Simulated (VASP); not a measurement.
The system is ZrCrSb3.

```
CELL_PARAMETERS angstrom
4.72899 0.00000 0.00000
0.00000 4.72899 0.00000
0.00000 0.00000 4.72899
ATOMIC_POSITIONS crystal
Zr 0.50000 0.50000 0.50000
Cr 0.00000 0.00000 0.00000
Sb 0.00000 0.50000 0.50000
Sb 0.50000 0.00000 0.50000
Sb 0.50000 0.50000 0.00000
```

| Item | Value |
| --- | --- |
| Program | VASP 6.6.1 |
| Task | relaxation of cell and atoms |
| Functional | PBE |
| Potentials or basis | VASP PAW PBE potentials, release 64 (Zr_sv, Cr_pv, Sb) |
| Cutoff | 600 eV |
| k mesh | 4 × 4 × 4 |
| Occupations | gaussian, width 0.1 eV |
| Spin | collinear spin, ferromagnetic start |
| Starting moments | [0.0, 4.83, 0.0, 0.0, 0.0] μB |

At the start: pressure 53.4 GPa; volume 21.15 Å³/atom.

Question: How do energy, volume and symmetry change on relaxing?

Answer: Over 7 steps the energy falls by 1449.7 meV/atom and the volume is 33.75 Å³/atom (+59.6 %); space group Pm-3m (No. 221, to 0.1 Å) before and after; moment 5.04 μB per cell.

Step by step:
| step | energy change (eV) | largest force (eV/Å) | pressure (GPa) | volume (Å³) |
| --- | --- | --- | --- | --- |
| 1 | 0.0000 | 0.0000 | 53.41 | 105.76 |
| 2 | -0.2334 | 0.0000 | -8.31 | 254.57 |
| 3 | -4.4173 | 0.0000 | 3.05 | 155.81 |
| 4 | -4.4726 | 0.0000 | -1.71 | 171.57 |
| 5 | -7.2421 | 0.0000 | 0.79 | 165.45 |
| 6 | -7.2481 | 0.0000 | 0.23 | 167.32 |
| 7 | -7.2483 | 0.0000 | -0.15 | 168.75 |

Final structure:
```yaml
crystal:
  lattice:
    - [5.52604, 0.00000, 0.00000]
    - [0.00000, 5.52604, 0.00000]
    - [0.00000, 0.00000, 5.52604]
  atoms:
    - { symbol: Zr, position: [0.50000, 0.50000, 0.50000] }
    - { symbol: Cr, position: [0.00000, 0.00000, 0.00000] }
    - { symbol: Sb, position: [0.00000, 0.50000, 0.50000] }
    - { symbol: Sb, position: [0.50000, 0.00000, 0.50000] }
    - { symbol: Sb, position: [0.50000, 0.50000, 0.00000] }
```

Caveat: the volume moved by over 15 % at a fixed basis, so the end points are rough; a cell with one magnetic atom can't hold antiferromagnetic order, which such compounds often take.
